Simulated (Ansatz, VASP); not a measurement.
Al7Ni8: VASP beside Ansatz

Contents of INCAR:

```
  PREC = Accurate
  ENCUT = 520
  EDIFF = 1E-6
  ISMEAR = 0
  SIGMA = 0.1
  LREAL = F
  LASPH = T
  NELM = 120
  ALGO = Normal
  ISIF = 2
  LWAVE = F
  LCHARG = F
  LDIPOL = T
  IDIPOL = 3
  DIPOL = 0.5 0.5 0.500
  GGA = PE
  NBANDS = 64
  GGA_COMPAT = F
  NELMDL = -8
```

KPOINTS

```
Automatic mesh
0
Gamma
  9 9 1
```

Contents of POSCAR:

```
Al7Ni8
1.0
    4.0477133473      0.0000000000      0.0000000000
   -2.0238566737      3.5054225860      0.0000000000
    0.0000000000      0.0000000000     26.5673043804
Ni Al
8 7
Direct
    0.3333333333      0.6666666667      0.2823018810
    0.0000000000      0.0000000000      0.3445013436
    0.6666666667      0.3333333333      0.4067008061
    0.3333333333      0.6666666667      0.4689002687
    0.0000000000      0.0000000000      0.5310997313
    0.6666666667      0.3333333333      0.5932991939
    0.3333333333      0.6666666667      0.6554986564
    0.0000000000      0.0000000000      0.7176981190
    0.6666666667      0.3333333333      0.3134016123
    0.3333333333      0.6666666667      0.3756010749
    0.0000000000      0.0000000000      0.4378005374
    0.6666666667      0.3333333333      0.5000000000
    0.3333333333      0.6666666667      0.5621994626
    0.0000000000      0.0000000000      0.6243989251
    0.6666666667      0.3333333333      0.6865983877
```

Input for Ansatz:

```yaml
crystal:
  lattice:
    - [4.0477133473, 0.0, 0.0]
    - [-2.0238566737, 3.505422586, 0.0]
    - [0.0, 0.0, 26.5673043804]
  atoms:
    - { symbol: Ni, position: [0.3333333333, 0.6666666667, 0.282301881] }
    - { symbol: Al, position: [0.6666666667, 0.3333333333, 0.3134016123] }
    - { symbol: Ni, position: [0.0, 0.0, 0.3445013436] }
    - { symbol: Al, position: [0.3333333333, 0.6666666667, 0.3756010749] }
    - { symbol: Ni, position: [0.6666666667, 0.3333333333, 0.4067008061] }
    - { symbol: Al, position: [0.0, 0.0, 0.4378005374] }
    - { symbol: Ni, position: [0.3333333333, 0.6666666667, 0.4689002687] }
    - { symbol: Al, position: [0.6666666667, 0.3333333333, 0.5] }
    - { symbol: Ni, position: [0.0, 0.0, 0.5310997313] }
    - { symbol: Al, position: [0.3333333333, 0.6666666667, 0.5621994626] }
    - { symbol: Ni, position: [0.6666666667, 0.3333333333, 0.5932991939] }
    - { symbol: Al, position: [0.0, 0.0, 0.6243989251] }
    - { symbol: Ni, position: [0.3333333333, 0.6666666667, 0.6554986564] }
    - { symbol: Al, position: [0.6666666667, 0.3333333333, 0.6865983877] }
    - { symbol: Ni, position: [0.0, 0.0, 0.717698119] }
basis:
  ecutwfc: 420
kpoints:
  mp_grid: { grid: [9, 9, 1] }
hamiltonian:
  xc: pbe
scf:
  occupations: { method: gaussian, width: 0.1 }
output:
  forces: true
  stress: true
  eigenvalues: true
efield:
  axis: 3
  dipole_correction: true
  ramp_width: 0.04
```

Alike in both runs: task single point; functional PBE; k mesh 9 × 9 × 1; occupations gaussian, width 0.1 eV; no spin polarisation.

|  | VASP | Ansatz |
| --- | --- | --- |
| version | VASP 6.6.1 | Ansatz 0.2.0 |
| potentials or method | VASP PAW PBE potentials, release 64 (Ni, Al), cutoff 520 eV | scalar-relativistic, plane waves, PAW |
| valence electrons in the cell | 101 | 165 |

|  | VASP | Ansatz | Ansatz less VASP |
| --- | --- | --- | --- |
| gap on the k mesh at the Fermi level (eV) | none | none | - |
| rms of the force components (eV/Å) | 0.319 | 0.325 | +0.0058 |

A gap of «none» marks a metal or a gap that the smearing closes. VASP's potentials hold 101 valence electrons a cell and Ansatz's 165, so a difference there can come from the potentials and not from the codes.
